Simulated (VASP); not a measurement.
The system is Pt3Cl.

```
Pt Cl
1.0
     5.93208    0.00000    0.00000
    -2.96604    5.13733    0.00000
     0.00000    0.00000    4.76141
Pt Cl
6 2
Direct
  0.83300 0.66600 0.25000
  0.16700 0.83300 0.75000
  0.33400 0.16700 0.25000
  0.16700 0.33400 0.75000
  0.83300 0.16700 0.25000
  0.66600 0.83300 0.75000
  0.33333 0.66667 0.25000
  0.66667 0.33333 0.75000
```

```yaml
Program: VASP 6.6.1
Task: relaxation of cell and atoms
Functional: PBE
Potentials_or_basis: VASP PAW PBE potentials, release 64 (Pt, Cl)
Cutoff: 600 eV
k_mesh: 3 × 3 × 4
Occupations: gaussian, width 0.1 eV
Spin: no spin polarisation
```

At the start: pressure -11.6 GPa; volume 18.14 Å³/atom.

**Question.** Where does the relaxation end?

**Answer.** Over 24 steps the energy falls by 201.1 meV/atom and the volume is 17.65 Å³/atom (-2.7 %); space group P6_3/mmc (No. 194, to 0.1 Å) before and after.

The path:
```
step  energy change (eV)  largest force (eV/Å)  pressure (GPa)  volume (Å³)
   1              0.0000                0.6666          -11.57       145.10
   2              0.0377                0.4022           20.29       119.27
   3             -0.6298                0.3304            0.50       131.14
   4             -0.6300                0.3194            0.84       130.87
   5             -0.7094                0.0921            1.07       131.15
   6             -0.7585                0.1831            2.13       131.45
   7             -0.7720                0.0365           -2.94       136.46
   8             -0.7845                0.0480           -0.95       134.34
   9             -0.8126                0.0471           -0.77       134.56
  10             -0.9084                0.1849            0.56       134.95
  11             -1.3643                0.5765            5.09       134.38
  12              0.2973                0.6027           28.54       127.29
  13             -1.1595                0.6080           13.32       132.03
  14             -1.4053                0.5969            8.62       133.38
  15             -1.4073                0.5914            8.69       133.44
  16             -1.4125                0.5749            8.56       133.59
  17             -1.4195                0.5412            8.50       133.88
  18             -1.4200                0.4720            8.43       134.45
  19             -1.4298                0.4594            8.26       134.62
  20             -1.4575                0.4223            7.45       135.12
  21             -1.5055                0.3502            6.03       136.13
  22             -1.5732                0.2151            3.51       138.16
  23             -1.6037                0.0227           -1.30       142.28
  24             -1.6084                0.0335           -0.19       141.23
```

Final structure:
```xyz
8
Lattice="6.7673 0.0000 0.0000 -3.3837 5.8607 0.0000 0.0000 0.0000 3.5608" Properties=species:S:1:pos:R:3 pbc="T T T"
Pt    3.3837    3.8954    0.8902
Pt   -1.6817    4.8780    2.6706
Pt    1.7020    0.9826    0.8902
Pt    0.0000    1.9653    2.6706
Pt    5.0653    0.9826    0.8902
Pt    1.6817    4.8780    2.6706
Cl    0.0000    3.9071    0.8902
Cl    3.3837    1.9536    2.6706
```

Caveat: the k points lie up to 0.44 Å⁻¹ apart in the final cell, too coarse for converged energies and pressures of a metal; a cell axis changed by over 15 % at a fixed basis, so the end point is rough.
